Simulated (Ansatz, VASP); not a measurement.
Si2W: VASP beside Ansatz

```
Si W
1.0
    -1.69137    1.69137    3.58485
     1.69137   -1.69137    3.58485
     1.69137    1.69137   -3.58485
Si W
2 1
Cartesian
  0.0000 0.0000 2.2469
  0.0000 0.0000 4.9228
  0.0000 0.0000 0.0000
```

Alike in both runs: task single point; functional PBE; k mesh 18 × 18 × 18; occupations gaussian, width 0.15 eV; no spin polarisation.

|  | VASP | Ansatz |
| --- | --- | --- |
| version | VASP 6.6.1 | Ansatz 0.2.0 |
| potentials or method | VASP PAW PBE potentials, release 64 (Si, W_sv), cutoff 520 eV | scalar-relativistic, plane waves, PAW |
| valence electrons in the cell | 22 | 22 |

VASP gave:

```
gap on the k mesh at the Fermi level (eV)                     : none
pressure (GPa)                                                : 14.3
traceless stress, the component that is largest in VASP (GPa) : 59.99
rms of the force components (eV/Å)                            : 2.364
```

Problem. What did Ansatz give for the same quantities?

Solution. gap on the k mesh at the Fermi level (eV): none; pressure (GPa): 14.3; traceless stress, the component that is largest in VASP (GPa): 60.01; rms of the force components (eV/Å): 2.365.

Atom by atom the forces differ by 0.001 eV/Å (rms over components). A gap of «none» marks a metal or a gap that the smearing closes.

Spin-orbit coupling is off throughout.
